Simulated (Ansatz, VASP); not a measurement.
**MoS2 in VASP and in Ansatz**

The input INCAR:

```
PREC = Accurate
ENCUT = 520
EDIFF = 1E-7
ISMEAR = 0
SIGMA = 0.05
LREAL = False
LASPH = True
NELM = 80
ALGO = Normal
ISIF = 2
LWAVE = False
LCHARG = True
GGA = PE
IVDW = 12
LELF = True
LVHAR = True
NBANDS = 35
```

Contents of KPOINTS:

```
Automatic mesh
0
Gamma
  12 12 4
```

Contents of POSCAR:

```
MoS2
1.0
    3.2753000000      0.0000000000      0.0000000000
   -1.6376500000      2.8364930050      0.0000000000
    0.0000000000      0.0000000000     12.7490000000
Mo S
2 4
Direct
    0.6666666667      0.3333333333      0.2501439769
    0.3333333333      0.6666666667      0.7498560231
    0.3333333333      0.6666666667      0.3795985159
    0.6666666667      0.3333333333      0.8793132861
    0.3333333333      0.6666666667      0.1206867139
    0.6666666667      0.3333333333      0.6204014841
```

Input for Ansatz:

```yaml
crystal:
  lattice:
    - [3.2753, 0.0, 0.0]
    - [-1.63765, 2.836493005, 0.0]
    - [0.0, 0.0, 12.749]
  atoms:
    - { symbol: Mo, position: [0.6666666667, 0.3333333333, 0.2501439769] }
    - { symbol: Mo, position: [0.3333333333, 0.6666666667, 0.7498560231] }
    - { symbol: S, position: [0.3333333333, 0.6666666667, 0.3795985159] }
    - { symbol: S, position: [0.6666666667, 0.3333333333, 0.8793132861] }
    - { symbol: S, position: [0.3333333333, 0.6666666667, 0.1206867139] }
    - { symbol: S, position: [0.6666666667, 0.3333333333, 0.6204014841] }
basis:
  ecutwfc: 420
kpoints:
  mp_grid: { grid: [12, 12, 4] }
hamiltonian:
  xc: pbe
  pseudopotentials: { kind: paw, azcp: { folder: soft_1 } }
  dispersion: d3bj
scf:
  occupations: { method: gaussian, width: 0.05 }
output:
  forces: true
  stress: true
  eigenvalues: true
  write_density: true
  write_potential: true
  elf: true
  volumetric_format: npy
```

Alike in both runs: task single point; functional PBE; dispersion D3(BJ); k mesh 12 × 12 × 4; occupations gaussian, width 0.05 eV; no spin polarisation.

|  | VASP | Ansatz |
| --- | --- | --- |
| version | VASP 6.6.1 | Ansatz 0.2.0 |
| potentials or method | VASP PAW PBE potentials, release 64 (Mo_sv, S), cutoff 520 eV | scalar-relativistic, plane waves, PAW |
| valence electrons in the cell | 52 | 52 |

```tsv
	VASP	Ansatz	Ansatz less VASP
gap on the k mesh at the Fermi level (eV)	0.92	0.91	-0.011
least direct gap on the mesh (eV)	1.48	1.48	-0.003
pressure (GPa)	-15.4	-15.4	+0.08
traceless stress, the component that is largest in VASP (GPa)	-2.73	-2.71	+0.014
rms of the force components (eV/Å)	0.887	0.884	-0.0029
```

Atom by atom the forces differ by 0.003 eV/Å (rms over components).
